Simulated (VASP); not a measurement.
Wanted: the native input for a VASP 6.6.1 run.

| Item | Value |
| --- | --- |
| Task | relaxation of cell and atoms |
| Functional | PBE |
| Potentials or basis | VASP PAW PBE potentials, release 64 (Ho_3, O), 4f in core |
| Cutoff | 600 eV |
| k mesh | 8 × 8 × 8 |
| Occupations | gaussian, width 0.1 eV |
| Spin | no spin polarisation |
| Dipole correction | no |
| Further INCAR settings | ALGO = Normal; EDIFF = 1e-07; IBRION = 2; EDIFFG = -0.01; NSW = 100; ISIF = 3 |

The structure of Ho3O lies in POSCAR:

```
Ho3O
1.0
    5.7417854700      0.0000000000      0.0000000000
    0.0000000000      5.7417854700      0.0000000000
    0.0000000000      0.0000000000      5.7417854700
Ho O
6 2
Direct
    0.5000000000      0.2500000000      0.0000000000
    0.5000000000      0.7500000000      0.0000000000
    0.2500000000      0.0000000000      0.5000000000
    0.7500000000      0.0000000000      0.5000000000
    0.0000000000      0.5000000000      0.2500000000
    0.0000000000      0.5000000000      0.7500000000
    0.5000000000      0.5000000000      0.5000000000
    0.0000000000      0.0000000000      0.0000000000
```

The cell was generated, and may not be a known phase.

These files were run (other wordings do the same):

INCAR

```
  ALGO = Normal
  EDIFF = 1E-7
  EDIFFG = -0.01
  ENCUT = 600
  GGA = PE
  GGA_COMPAT = False
  IBRION = 2
  ISIF = 3
  ISMEAR = 0
  LASPH = True
  LCHARG = False
  LMAXMIX = 6
  LREAL = False
  LWAVE = False
  NELM = 200
  NELMIN = 4
  NSW = 100
  PREC = Accurate
  SIGMA = 0.1
```

KPOINTS

```
k-points
0
Gamma
  8 8 8
```

Potentials or basis: VASP PAW PBE potentials, release 64 (Ho_3, O), 4f in core.

Run with:

```sh
$ cat potpaw_PBE.64/Ho_3/POTCAR potpaw_PBE.64/O/POTCAR > POTCAR
$ mpirun -np 1 vasp_std > vasp.out
```

Results of the run:

```json
{
  "Relaxed volume": "24.09 Å³/atom",
  "Relaxed cell": "a = 5.777 Å, b = 5.777 Å, c = 5.777 Å, α = 90.00°, β = 90.00°, γ = 90.00°",
  "Space group after relaxing (to 0.1 Å)": "Pm-3n (No. 223)",
  "Energy gained by relaxing": "1.1 meV/atom",
  "Ionic steps": "2",
  "Pressure after relaxing": "0.0 GPa",
  "Band gap on the k mesh": "zero (bands 33 and 34 overlap by 1.07 eV)"
}
```

Caveat: spin-orbit coupling is left out, which moves the levels of the heavy elements; the 4f electrons are frozen in the core, so they carry no moment and show no levels; the run has no spin polarisation, though such a crystal can be magnetic.

It took 14 min on 1 thread of Intel(R) Xeon(R) Platinum 8375C CPU @ 2.90GHz (Ice Lake), on a shared host, peak memory 0.49 GiB.
